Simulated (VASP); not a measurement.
# GaAs (P6/mmm) in VASP: single point with PBE

Aim: the single point of GaAs with PBE.

Program: VASP 6.6.1. These are calculated values, not measurements. Logs are shortened: lines on timing, memory, paths and dates and some standing lists are left out, and cuts for length are marked.

### Step 1. The cell of the first run

Symmetry: P6/mmm, No. 191, hexagonal system. Conventional cell: a = 2.860 Å, b = 2.860 Å, c = 5.417 Å, α = 90.00°, β = 90.00°, γ = 120.00°. Within 3.6 Å of Ga (site symmetry 6/mmm) lie 2 As at 2.71 Å and 6 Ga at 2.86 Å. As (site symmetry 6/mmm) has 2 Ga at 2.71 Å and 6 As at 2.86 Å within 3.6 Å.

### Step 2. Single point, PBE

INCAR

```
SYSTEM = GaAs
PREC = Accurate
ENCUT = 500
EDIFF = 1E-6
ISMEAR = -1
SIGMA = 0.1
LREAL = .False.
LASPH = .True.
NELM = 120
ALGO = Normal
ISIF = 2
LWAVE = .False.
LCHARG = .False.
GGA = PE
NBANDS = 16
GGA_COMPAT = .False.
```

KPOINTS

```
Automatic mesh
0
Gamma
  24 24 12
  0 0 0
```

POSCAR

```
GaAs
1.0
    2.8597440953      0.0000000000      0.0000000000
   -1.4298720477      2.4766110349      0.0000000000
    0.0000000000      0.0000000000      5.4173190165
Ga As
1 1
Direct
    0.0000000000      0.0000000000      0.5000000000
    0.0000000000      0.0000000000      0.0000000000
```

Potentials or basis: VASP PAW PBE potentials, release 64 (Ga_d, As).

Run with:

```
cat potpaw_PBE.64/Ga_d/POTCAR potpaw_PBE.64/As/POTCAR > POTCAR
mpirun -np 1 vasp_std > vasp.out
```

OUTCAR:

```text
SYSTEM = GaAs
   PREC = Accurate
   ENCUT = 500
   EDIFF = 1E-6
   ISMEAR = -1
   LREAL = .False.
   LASPH = .True.
   NELM = 120
   ISIF = 2
   GGA = PE

 ion  position               nearest neighbor table
   1  0.000  0.000  0.500-   2 2.71   2 2.71
   2  0.000  0.000  0.000-   1 2.71   1 2.71

  LATTYP: Found a hexagonal cell.
 ALAT       =     2.8597440953
 C/A-ratio  =     1.8943369882

  Lattice vectors:

 A1 = (   2.8597440953,   0.0000000000,   0.0000000000)
 A2 = (  -1.4298720477,   2.4766110349,   0.0000000000)
 A3 = (   0.0000000000,   0.0000000000,   5.4173190165)

Analysis of symmetry for initial positions (statically):
=====================================================================
 Subroutine PRICEL returns:
 Original cell was already a primitive cell.

 Routine SETGRP: Setting up the symmetry group for a
 hexagonal supercell.

 Subroutine GETGRP returns: Found 24 space group operations
 (whereof 24 operations were pure point group operations)
 out of a pool of 24 trial point group operations.

The static configuration has the point symmetry D_6h.

Analysis of symmetry for dynamics (positions and initial velocities):
=====================================================================
 Subroutine PRICEL returns:
 Original cell was already a primitive cell.

 Routine SETGRP: Setting up the symmetry group for a
 hexagonal supercell.

 Subroutine GETGRP returns: Found 24 space group operations
 (whereof 24 operations were pure point group operations)
 out of a pool of 24 trial point group operations.

The dynamic configuration has the point symmetry D_6h.

 Subroutine INISYM returns: Found 24 space group operations
 (whereof 24 operations are pure point group operations),
 and found     1 'primitive' translations

----------------------------------------------------------------------------------------

                                     Primitive cell

  volume of cell :      38.3680

  direct lattice vectors                    reciprocal lattice vectors
     2.859744095  0.000000000  0.000000000     0.349681638  0.201888788  0.000000000
    -1.429872048  2.476611035  0.000000000     0.000000000  0.403777576  0.000000000
     0.000000000  0.000000000  5.417319016     0.000000000  0.000000000  0.184593153

  length of vectors
     2.859744095  2.859744095  5.417319016     0.403777576  0.403777576  0.184593153

  position of ions in fractional coordinates (direct lattice)
[... 78 lines left out ...]
   NELM   =    120;   NELMIN=  2; NELMDL= -5     # of ELM steps
   EDIFF  = 0.1E-05   stopping-criterion for ELM
   LREAL  =      F    real-space projection
   EDIFFG = 0.1E-04   stopping-criterion for IOM
   NSW    =      0    number of steps for IOM
   IBRION =     -1    ionic relax: 0-MD 1-quasi-New 2-CG
   NFREE  =      0    steps in history (QN), initial steepest desc. (CG)
   ISIF   =      2    stress and relaxation
   ISYM   =      2    0-nonsym 1-usesym 2-fastsym
   POTIM  = 0.5000    time-step for ionic-motion
   TEBEG  =    0.0;   TEEND  =   0.0 temperature during run
   PSTRESS=    0.0 pullay stress
   NELECT =      18.0000    total number of electrons
   NUPDOWN=      -1.0000    fix difference up-down
   EMIN   =  10.00;   EMAX   =-10.00  energy-range for DOS
   EFERMI =   0.00;   METHOD = LEGACY
   ISMEAR =    -1;   SIGMA  =   0.10  broadening in eV -4-tet -1-fermi 0-gaus
   EFERMI_NEDOS =   21; number of points for ismear=-14 and -15
   IALGO  =     38    algorithm
   IMIX   =      4    mixing-type and parameters
     AMIX     =   0.40;   BMIX     =  1.00
     AMIX_MAG =   1.60;   BMIX_MAG =  1.00
  volume/ion in A,a.u.               =      19.18       129.46
  Fermi-wavevector in a.u.,A,eV,Ry     =   1.272065  2.403854 22.016249  1.618149
  Thomas-Fermi vector in A             =   2.404964
   LORBIT       =      0    0 simple, 1 ext, 2 COOP (PROOUT), +10 PAW based schemes
   GGA     = PE    functional components
   LHFCALC =     F    Hartree Fock is set to
   AEXX    =    0.0000 exact exchange contribution
   IVDW    =     0    specifies the selected vdW correction
   LEPSILON=     F    determine dielectric tensor
   LRPA    =     F    only Hartree local field effects (RPA)
 non-spin polarized calculation
  energy-cutoff  :      500.00
  volume of cell :       38.37
 maximum number of plane-waves:       991
 NGX is ok and might be reduce to    24
   NGX = 11   NGY = 11   NGZ = 19

 number of electron      18.0000012 magnetization

 Free energy of the ion-electron system (eV)
  ---------------------------------------------------
  ext. energy  EPLUGINS =         0.00000000
  ---------------------------------------------------
  free energy    TOTEN  =        -7.41067842 eV

  energy without entropy =       -7.38433812  energy(sigma->0) =       -7.39750827

 E-fermi :   5.6674     XC(G=0): -10.7673

 val. band max:        5.6654740972   @ k =   0.2917   0.1667   0.4167
 cond. band min:       5.6743788177   @ k =   0.3333   0.1667   0.5000
 fundamental gap:      0.0089047205
 Fermi energy:         5.6674031307

 k-point     1 :       0.0000    0.0000    0.0000
  band No.  band energies     occupation
      1      -9.3318      2.00000
      2      -9.1390      2.00000
      3      -9.1390      2.00000
      4      -8.9712      2.00000
      5      -8.9712      2.00000
      6      -8.2552      2.00000
[... 433 lines left out ...]
      3      -9.0296      2.00000
      4      -9.0108      2.00000
      5      -8.8737      2.00000
      6      -3.9053      2.00000
[... 8 lines left out ...]
     15      16.0877      0.00000
     16      18.5414      0.00000

 [... further k-points ...]

------------------------ aborting loop because EDIFF is reached ----------------------------------------

  FORCE on cell =-STRESS in cart. coord.  units (eV):
  Direction    XX          YY          ZZ          XY          YZ          ZX
  --------------------------------------------------------------------------------------
  -------------------------------------------------------------------------------------
  Total        0.0108391      0.0108391      0.0688623     -0.0000000      0.0000000      0.0000000
  in kB        0.4526221      0.4526221      2.8755601     -0.0000000      0.0000000      0.0000000
  external PRESSURE =       1.2602681 kB  Pullay stress =       0.0000000 kB

 VOLUME and BASIS-vectors are now :
 -----------------------------------------------------------------------------
  energy-cutoff  :      500.00
  volume of cell :       38.37
      direct lattice vectors                 reciprocal lattice vectors
     2.859744095  0.000000000  0.000000000     0.349681638  0.201888788  0.000000000
    -1.429872048  2.476611035  0.000000000     0.000000000  0.403777576  0.000000000
     0.000000000  0.000000000  5.417319016     0.000000000  0.000000000  0.184593153

 POSITION                                       TOTAL-FORCE (eV/Angst)
 -----------------------------------------------------------------------------------
      0.00000      0.00000      2.70866        -0.000000      0.000000      0.000000
      0.00000      0.00000      0.00000         0.000000      0.000000      0.000000
 -----------------------------------------------------------------------------------
    total drift:                                0.000000      0.000000     -0.000000

  FREE ENERGIE OF THE ION-ELECTRON SYSTEM (eV)
  ---------------------------------------------------
  free  energy   TOTEN  =        -7.4106784216 eV

  energy  without entropy=       -7.3843381237  energy(sigma->0) =       -7.39750827
```

Run time: 3.8 min. Hardware: 1 thread of Intel Xeon 8259CL, shared host; peak memory 0.37 GiB.

Results:

```yaml
Free_energy: -7.4107 eV
Pressure: 0.1 GPa
Band_gap_on_the_k_mesh: zero (band 9 reaches 12.10 eV, above the bottom of band 10 at 3.97 eV)
```
